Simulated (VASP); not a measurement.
# Pt9Se19 (a cell with a defect) in VASP: single point with PBE

Aim: the single point of Pt9Se19 (a cell with a defect) with PBE.

Everything below comes from runs of VASP 6.6.1. Logs are shortened: lines on timing, memory, paths and dates and some standing lists are left out, and cuts for length are marked.

## Step 1: The cell of the first run

The cell holds a defect, 28 atoms: a = 9.192 Å, b = 9.192 Å, c = 9.192 Å, α = 75.50°, β = 75.50°, γ = 75.50°.

## Step 2: Single point, PBE (with an interstitial atom, then relaxed in part)

INCAR reads:

```
SYSTEM = Pt9Se19
  PREC = Accurate
  ENCUT = 520
  EDIFF = 1E-6
  ISMEAR = 0
  SIGMA = 0.01
  LREAL = Auto
  LASPH = .True.
  NELM = 80
  ALGO = Normal
  ISIF = 2
  LWAVE = .False.
  LCHARG = .False.
  GGA = PE
  NBANDS = 122
```

KPOINTS reads:

```
Automatic mesh
0
Gamma
  2 2 2
  0.5 0.5 0.5
```

POSCAR reads:

```
Pt9Se19
1.0
   -5.6273392766     -3.2489458462      6.5013337589
    5.6273392766     -3.2489458462      6.5013337589
    0.0000000000      6.4978916924      6.5013337589
Pt Se
9 19
Direct
    0.6684512448      0.3363938645     -0.0009665034
    0.6656356741      0.0029948886      0.3326197598
    0.3353325664      0.6694676063     -0.0009599004
    1.0020707184      1.0031281499     -0.0036664446
    0.3342480957      0.3352704203      0.3313786808
    0.6683603286      0.6693803664      0.6660344656
    0.3342090231      0.0017347029      0.6649482485
    1.0019749591      0.6666751331      0.3326483671
    1.0006938248      0.3352761325      0.6649770632
    0.7106265136      0.7116543008      0.3766195267
    0.7117279717      0.3803398884      0.7099977726
    0.3788791470      0.0445361346      0.3741709448
    0.0435213282      0.3799103734      0.3741897236
    0.3793272994      0.7127451707      0.7100103144
    0.7107685683      0.0469920146      0.0413232491
    0.3794096104      0.3804254302      0.0423964837
    0.0434600551      0.0445154826      0.7096810910
    0.0459100519      0.7118269231      0.0413378768
    0.6227000297      0.2905057116      0.2890789443
    0.6226587286      0.9594212430      0.6201125788
    0.2894913724      0.6237189306      0.2890664118
    0.9498997691      0.9509684730      0.2806619508
    0.2902710618      0.2913161921      0.6209904220
    0.6248148994      0.6258802160      0.9555010439
    0.2895940326      0.9594696840      0.9533878860
    0.9583908827      0.6237161109      0.6201428988
    0.9584620172      0.2906448175      0.9534009418
    0.0657290731      0.0666398144      0.3970156780
```

Potentials or basis: VASP PAW PBE potentials, release 64 (Pt, Se).

The run is started by

```console
$ cat potpaw_PBE.64/Pt/POTCAR potpaw_PBE.64/Se/POTCAR > POTCAR
$ mpirun -np 1 vasp_std > vasp.out
```

OUTCAR:

```text
SYSTEM = Pt9Se19
   PREC = Accurate
   ENCUT = 520
   EDIFF = 1E-6
   ISMEAR = 0
   LREAL = Auto
   LASPH = .True.
   NELM = 80
   ISIF = 2
   GGA = PE

 ion  position               nearest neighbor table
   1  0.668  0.336  0.999-  16 2.53  11 2.53  24 2.53  15 2.53  27 2.53  19 2.54
   2  0.666  0.003  0.333-  22 2.48  12 2.51  20 2.52  19 2.52  15 2.55  10 2.55
   3  0.335  0.669  0.999-  14 2.53  16 2.53  24 2.53  18 2.53  25 2.53  21 2.53
   4  0.002  0.003  0.996-  22 2.48  17 2.51  27 2.52  25 2.52  18 2.55  15 2.55
   5  0.334  0.335  0.331-  21 2.52  19 2.52  16 2.53  23 2.53  13 2.54  12 2.54
   6  0.668  0.669  0.666-  14 2.53  11 2.53  24 2.53  10 2.53  26 2.54  20 2.54
   7  0.334  0.002  0.665-  20 2.52  25 2.52  14 2.53  23 2.53  17 2.54  12 2.54
   8  0.002  0.667  0.333-  22 2.48  13 2.51  26 2.52  21 2.52  18 2.55  10 2.55
   9  0.001  0.335  0.665-  26 2.52  27 2.52  11 2.53  23 2.53  17 2.54  13 2.54
  10  0.711  0.712  0.377-   6 2.53   2 2.55   8 2.55
  11  0.712  0.380  0.710-   9 2.53   6 2.53   1 2.53
  12  0.379  0.045  0.374-   2 2.51   5 2.54   7 2.54  28 2.79
  13  0.044  0.380  0.374-   8 2.51   5 2.54   9 2.54  28 2.79
  14  0.379  0.713  0.710-   7 2.53   6 2.53   3 2.53
  15  0.711  0.047  0.041-   1 2.53   2 2.55   4 2.55
  16  0.379  0.380  0.042-   5 2.53   3 2.53   1 2.53
  17  0.043  0.045  0.710-   4 2.51   7 2.54   9 2.54  28 2.79
  18  0.046  0.712  0.041-   3 2.53   8 2.55   4 2.55
  19  0.623  0.291  0.289-   2 2.52   5 2.52   1 2.54
  20  0.623  0.959  0.620-   2 2.52   7 2.52   6 2.54
  21  0.289  0.624  0.289-   8 2.52   5 2.52   3 2.53
  22  0.950  0.951  0.281-  28 2.26   2 2.48   8 2.48   4 2.48
  23  0.290  0.291  0.621-   9 2.53   7 2.53   5 2.53
  24  0.625  0.626  0.956-   6 2.53   3 2.53   1 2.53
  25  0.290  0.959  0.953-   4 2.52   7 2.52   3 2.53
  26  0.958  0.624  0.620-   8 2.52   9 2.52   6 2.54
  27  0.958  0.291  0.953-   4 2.52   9 2.52   1 2.53
  28  0.066  0.067  0.397-  22 2.26  17 2.79  12 2.79  13 2.79

  LATTYP: Found a trigonal (rhomboedric) cell.
 ALAT       =     9.1918407890
 COS(alpha) =     0.2503971852

  Lattice vectors:

 A1 = (  -5.6273392766,  -3.2489458462,   6.5013337589)
 A2 = (   5.6273392766,  -3.2489458462,   6.5013337589)
 A3 = (   0.0000000000,   6.4978916924,   6.5013337589)

Analysis of symmetry for initial positions (statically):
=====================================================================
 Subroutine PRICEL returns:
 Original cell was already a primitive cell.

 Routine SETGRP: Setting up the symmetry group for a
 trigonal (rhombohedral) supercell.

 Subroutine GETGRP returns: Found  1 space group operations
 (whereof  1 operations were pure point group operations)
 out of a pool of 12 trial point group operations.

[... 154 lines left out ...]
   TEBEG  =    0.0;   TEEND  =   0.0 temperature during run
   PSTRESS=    0.0 pullay stress
   NELECT =     204.0000    total number of electrons
   NUPDOWN=      -1.0000    fix difference up-down
   EMIN   =  10.00;   EMAX   =-10.00  energy-range for DOS
   EFERMI =   0.00;   METHOD = LEGACY
   ISMEAR =     0;   SIGMA  =   0.01  broadening in eV -4-tet -1-fermi 0-gaus
   EFERMI_NEDOS =   21; number of points for ismear=-14 and -15
   IALGO  =     38    algorithm
   IMIX   =      4    mixing-type and parameters
     AMIX     =   0.40;   BMIX     =  1.00
     AMIX_MAG =   1.60;   BMIX_MAG =  1.00
  volume/ion in A,a.u.               =      25.47       171.88
  Fermi-wavevector in a.u.,A,eV,Ry     =   1.078661  2.038374 15.830519  1.163510
  Thomas-Fermi vector in A             =   2.214606
   LORBIT       =      0    0 simple, 1 ext, 2 COOP (PROOUT), +10 PAW based schemes
   GGA     = PE    functional components
   LHFCALC =     F    Hartree Fock is set to
   AEXX    =    0.0000 exact exchange contribution
   IVDW    =     0    specifies the selected vdW correction
   LEPSILON=     F    determine dielectric tensor
   LRPA    =     F    only Hartree local field effects (RPA)
 non-spin polarized calculation
 Gauss-broadening in eV      SIGMA  =   0.01
  energy-cutoff  :      520.00
  volume of cell :      713.18
 maximum number of plane-waves:     19212
 NGX is ok and might be reduce to    70
   NGX = 35   NGY = 35   NGZ = 35

 number of electron     204.0000006 magnetization

 Free energy of the ion-electron system (eV)
  ---------------------------------------------------
  ext. energy  EPLUGINS =         0.00000000
  ---------------------------------------------------
  free energy    TOTEN  =      -131.22139928 eV

  energy without entropy =     -131.22139928  energy(sigma->0) =     -131.22139928

 E-fermi :   3.4023     XC(G=0):  -9.1846

 val. band max:        3.3464145747   @ k =   0.2500  -0.2500   0.2500
 cond. band min:       4.5763742668   @ k =   0.2500   0.2500   0.2500
 fundamental gap:      1.2299596921
 Fermi energy:         3.4022584733

 k-point     1 :       0.2500    0.2500    0.2500
  band No.  band energies     occupation
      1     -11.5778      2.00000
      2     -10.7568      2.00000
      3     -10.0379      2.00000
      4      -9.9653      2.00000
      5      -9.9645      2.00000
      6      -9.8732      2.00000
[... 457 lines left out ...]
    113       5.3010      0.00000
    114       5.3034      0.00000
 [bands above 114 left out]

------------------------ aborting loop because EDIFF is reached ----------------------------------------

  FORCE on cell =-STRESS in cart. coord.  units (eV):
  Direction    XX          YY          ZZ          XY          YZ          ZX
  --------------------------------------------------------------------------------------
  -------------------------------------------------------------------------------------
  Total        6.3969173      6.4421075      6.7984029     -0.0014785      0.0190327     -0.0159080
  in kB       14.3708360     14.4723570     15.2727835     -0.0033215      0.0427575     -0.0357378
  external PRESSURE =      14.7053255 kB  Pullay stress =       0.0000000 kB

 VOLUME and BASIS-vectors are now :
 -----------------------------------------------------------------------------
  energy-cutoff  :      520.00
  volume of cell :      713.18
      direct lattice vectors                 reciprocal lattice vectors
    -5.627339277 -3.248945846  6.501333759    -0.088851938 -0.051298690  0.051271531
     5.627339277 -3.248945846  6.501333759     0.088851938 -0.051298690  0.051271531
     0.000000000  6.497891692  6.501333759     0.000000000  0.102597381  0.051271531

 POSITION                                       TOTAL-FORCE (eV/Angst)
 -----------------------------------------------------------------------------------
     -1.86860      3.22692     13.02788         0.006184      0.005398     -0.002129
     -3.72890     -0.01102      6.50946         0.007536      0.002794      0.003413
      1.88029      3.22711     13.02763        -0.004685      0.004401      0.000252
      0.00595      6.45718      6.51130        -0.001006      0.008070      0.006077
      0.00575     -0.02197      6.50717         0.000194      0.003889      0.007536
      0.00574     -0.01843     13.02721         0.000992     -0.000941     -0.005070
[... 20 lines left out ...]
     -3.75803      2.13682     14.31924        -0.001656      0.002766     -0.007175
      0.00513      2.14971      3.44171         0.000725     -0.006756      0.035785
 -----------------------------------------------------------------------------------
    total drift:                                0.003116      0.012545      0.007523

  FREE ENERGIE OF THE ION-ELECTRON SYSTEM (eV)
  ---------------------------------------------------
  free  energy   TOTEN  =      -131.2213992778 eV

  energy  without entropy=     -131.2213992778  energy(sigma->0) =     -131.22139928
```

OSZICAR:

```text
N       E                     dE             d eps       ncg     rms          rms(c)
DAV:   1     0.128316979586E+04    0.12832E+04   -0.89427E+04   976   0.146E+03
DAV:   2    -0.242762150532E+02   -0.13074E+04   -0.12563E+04  1160   0.268E+02
DAV:   3    -0.134789439853E+03   -0.11051E+03   -0.10674E+03  1120   0.755E+01
DAV:   4    -0.138444531552E+03   -0.36551E+01   -0.35983E+01  1200   0.136E+01
DAV:   5    -0.138535603320E+03   -0.91072E-01   -0.90885E-01  1136   0.214E+00    0.364E+01
DAV:   6    -0.133190755059E+03    0.53448E+01   -0.41447E+01   984   0.264E+01    0.225E+01
DAV:   7    -0.131378241148E+03    0.18125E+01   -0.97449E+00   988   0.133E+01    0.105E+01
DAV:   8    -0.131305545515E+03    0.72696E-01   -0.12089E+00  1048   0.247E+00    0.293E+00
DAV:   9    -0.131216956728E+03    0.88589E-01   -0.24886E-01   988   0.220E+00    0.644E-01
DAV:  10    -0.131219987662E+03   -0.30309E-02   -0.41103E-02  1104   0.549E-01    0.331E-01
DAV:  11    -0.131220942054E+03   -0.95439E-03   -0.20737E-03  1148   0.166E-01    0.182E-01
DAV:  12    -0.131221333174E+03   -0.39112E-03   -0.80508E-04  1000   0.924E-02    0.405E-02
DAV:  13    -0.131221386118E+03   -0.52944E-04   -0.85009E-05  1122   0.272E-02    0.162E-02
DAV:  14    -0.131221395813E+03   -0.96948E-05   -0.12763E-05   992   0.128E-02    0.712E-03
DAV:  15    -0.131221398788E+03   -0.29747E-05   -0.33550E-06   804   0.654E-03    0.298E-03
DAV:  16    -0.131221399278E+03   -0.49021E-06   -0.53780E-07   512   0.284E-03
   1 F= -.13122140E+03 E0= -.13122140E+03  d E =-.671310E-16
```

stdout:

```text
POSCAR found type information on POSCAR PtSe
 POSCAR found :  2 types and      28 ions
 scaLAPACK will be used
 LDA part: xc-table for (Slater+PW92), standard interpolation
 POSCAR, INCAR and KPOINTS ok, starting setup
 FFT: planning ... GRIDC
 FFT: planning ... GRID_SOFT
 FFT: planning ... GRID
 WAVECAR not read
 entering main loop
```

It took 19 min on 1 thread of Oxide Virtual Turin-like, shared host; peak memory 0.75 GiB.

What came out:

```yaml
Free_energy: -131.2214 eV
Pressure: 1.5 GPa
Largest_force: 0.036 eV/Å
Band_gap_on_the_k_mesh: 1.23 eV
```

Forces in eV/Å, atoms in the order of the input:
```
Pt   0.006  0.005 -0.002
Pt   0.008  0.003  0.003
Pt  -0.005  0.004  0.000
Pt  -0.001  0.008  0.006
Pt   0.000  0.004  0.008
Pt   0.001 -0.001 -0.005
Pt   0.001 -0.008  0.004
Pt  -0.002 -0.001  0.003
Pt   0.000 -0.006  0.002
Se   0.000 -0.003 -0.003
Se   0.002  0.007  0.010
Se  -0.005 -0.003 -0.007
Se   0.004 -0.005 -0.005
Se   0.005  0.006  0.010
Se  -0.003  0.002 -0.003
Se   0.003  0.001  0.001
Se  -0.002 -0.002  0.000
Se  -0.007 -0.001 -0.001
Se  -0.007 -0.002 -0.001
Se  -0.006 -0.004 -0.001
Se   0.005 -0.001 -0.002
Se   0.003  0.001 -0.033
Se  -0.003  0.000 -0.004
Se   0.003  0.000  0.000
Se   0.001  0.000 -0.008
Se   0.001 -0.002 -0.002
Se  -0.002  0.003 -0.007
Se   0.001 -0.007  0.036
```

Caveat: the cell differs from its parent crystal (with an interstitial atom, then relaxed in part); spin-orbit coupling is left out, which moves the levels of the heavy elements.
